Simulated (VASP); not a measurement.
Runs of VASP 6.6.1 on Fe. The structure is that of space group P6/mmm (No. 191), or close to it. The cells are those of the table. This isn't the form of Fe at room conditions, which is bcc.

```tsv
cell	k mesh	gap on the mesh (eV)	pressure (GPa)	moment (μB)
a = 4.070, b = 4.070, c = 2.310 Å, angles 90.0, 90.0, 120.0°, 3 atoms	10 × 10 × 15	none	5.2	3.55
a = 4.248, b = 4.248, c = 2.410 Å, angles 90.0, 90.0, 120.0°, 3 atoms	9 × 9 × 13	none	0.1	7.55
a = 4.131, b = 4.131, c = 2.344 Å, angles 90.0, 90.0, 120.0°, 3 atoms	10 × 10 × 15	none	(b)	6.95
a = 4.190, b = 4.190, c = 2.378 Å, angles 90.0, 90.0, 120.0°, 3 atoms	10 × 10 × 15	none	(c)	(a)
```

Alike in all rows: task single point; level BLYP; potentials or basis VASP PAW PBE potentials, release 64 (Fe); spin collinear, ferromagnetic start; cutoff (eV) 520; smearing fermi-dirac 0.05 eV.

Question: Fill in the values left out.

Answer: (a) 7.23; (b) 12.9; (c) 5.6.

Caveats: the PAW data sets were made with another functional, which shifts forces and pressure a little; the cell stands under pressure (at least some runs); the stress differs along the axes, from -1 to 17 GPa (at least some runs).

A gap of «none» marks levels without a gap at the run's occupations.
